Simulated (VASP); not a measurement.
Here is a VASP 6.6.1 calculation.

INCAR

```
PREC     = Accurate       # precision mode
ENCUT    = 520            # plane-wave cutoff, eV
EDIFF    = 1E-6           # SCF threshold, eV
ISMEAR   = 0              # smearing method
SIGMA    = 0.03           # smearing width, eV
LREAL    = False          # projectors in reciprocal space
LASPH    = True           # aspherical terms in the spheres
NELM     = 100            # most SCF steps
ALGO     = Fast           # electronic algorithm
ISIF     = 2              # what is computed and relaxed
LWAVE    = False          # write WAVECAR
LCHARG   = False          # write CHGCAR
GGA      = PE             # functional
NBANDS   = 44             # bands
```

The input KPOINTS:

```
regular mesh
0
Gamma
  12 12 2
```

POSCAR

```
Ge2Sb2Te5
1.0
    4.2165644516      0.0000000000      0.0000000000
   -2.1082822258      3.6516519318      0.0000000000
    0.0000000000      0.0000000000     21.4551448989
Ge Sb Te
2 2 5
Direct
    0.0000000000      0.0000000000      0.3314713560
    0.0000000000      0.0000000000      0.6685286440
    0.3333333333      0.6666666667      0.1121550832
    0.6666666667      0.3333333333      0.8878449168
    0.0000000000      0.0000000000      0.0000000000
    0.3333333333      0.6666666667      0.7913602895
    0.6666666667      0.3333333333      0.2086397105
    0.3333333333      0.6666666667      0.4097504733
    0.6666666667      0.3333333333      0.5902495267
```

Potentials or basis: VASP PAW PBE potentials, release 64 (Ge_d, Sb, Te).

Launch:

```console
$ cat potpaw_PBE.64/Ge_d/POTCAR potpaw_PBE.64/Sb/POTCAR potpaw_PBE.64/Te/POTCAR > POTCAR
$ mpirun -np 1 vasp_std > vasp.out
```

(1) Predict the band gap on the k mesh.

(2) What does it give for the largest force?

(3) What does it give for the pressure?

Results:

(1) zero (bands 34 and 35 overlap by 0.32 eV).

(2) 1.331 eV/Å.

(3) -4.8 GPa.

Caveat: the stress differs along the axes, from -9 to -3 GPa; spin-orbit coupling is left out, which moves the levels of the heavy elements; this functional lacks dispersion, which binds layers or chains, so the pressure and a relaxed spacing across them are unreliable; forces of over 1 eV/Å act on the atoms, so gaps and moduli don't describe the material at rest.
